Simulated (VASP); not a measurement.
Re: single point with PBE+U

Crystal: Re.

```xyz
2
Lattice="-2.3805 2.3805 1.2387 2.3805 -2.3805 1.2387 2.3805 2.3805 -1.2387" Properties=species:S:1:pos:R:3 pbc="T T T"
Re    0.0000   -1.1903   -0.3097
Re    0.0000    1.1903    0.3097
```

- Program: VASP 6.6.1
- Task: single point
- Functional: PBE
- Potentials or basis: VASP PAW PBE potentials, release 64 (Re)
- Cutoff: 520 eV
- k mesh: 18 × 18 × 18
- Occupations: fermi-dirac, width 0.1 eV
- Spin: no spin polarisation
- Hubbard terms: Re d U = 2.0 eV

| Quantity | Value |
| --- | --- |
| Pressure | 61.5 GPa |
| Band gap on the k mesh | zero (bands 7 and 8 overlap by 2.69 eV) |

Stress tensor (GPa, compression positive):
```
61.60  0.00  0.00
 0.00 61.60  0.00
 0.00  0.00 61.19
```

Levels at points of the mesh, in eV from the Fermi level:
| k point | band 3 | band 4 | band 5 | band 6 | band 7 | band 8 | band 9 | band 10 | band 11 | band 12 |
| --- | --- | --- | --- | --- | --- | --- | --- | --- | --- | --- |
| (0.00, 0.00, 0.00) | -6.50 | -6.11 | -5.15 | 1.37 | 1.37 | 1.43 | 1.43 | 4.47 | 5.92 | 5.92 |
| (0.50, 0.00, 0.00) | -5.36 | -4.63 | -1.85 | -1.67 | -0.72 | 1.08 | 2.32 | 2.51 | 7.04 | 9.15 |
| (0.50, 0.50, 0.00) | -5.05 | -5.05 | -3.07 | -3.07 | -0.61 | -0.61 | 2.57 | 2.57 | 2.86 | 2.86 |
| (0.50, 0.50, 0.50) | -4.95 | -4.95 | -1.22 | -1.22 | -0.07 | -0.07 | 2.06 | 2.06 | 2.07 | 2.07 |

Eigenvalues of the final occupation matrices:
| site | spin | trace | eigenvalues |
| --- | --- | --- | --- |
| site 1 d | 1 | 2.76 | 0.44 0.46 0.46 0.68 0.72 |
| site 1 d | 2 | 2.76 | 0.44 0.46 0.46 0.68 0.72 |
| site 2 d | 1 | 2.76 | 0.44 0.46 0.46 0.68 0.72 |
| site 2 d | 2 | 2.76 | 0.44 0.46 0.46 0.68 0.72 |

Run time: 3 min on 1 thread of Intel(R) Xeon(R) Platinum 8488C (Sapphire Rapids), on a shared host, peak memory 0.3 GiB.

Caveat: the cell stands under pressure; spin-orbit coupling is left out, which moves the levels of the heavy elements; U without spin polarisation on a metal has little footing; the U is typed as a test and isn't derived for this compound.
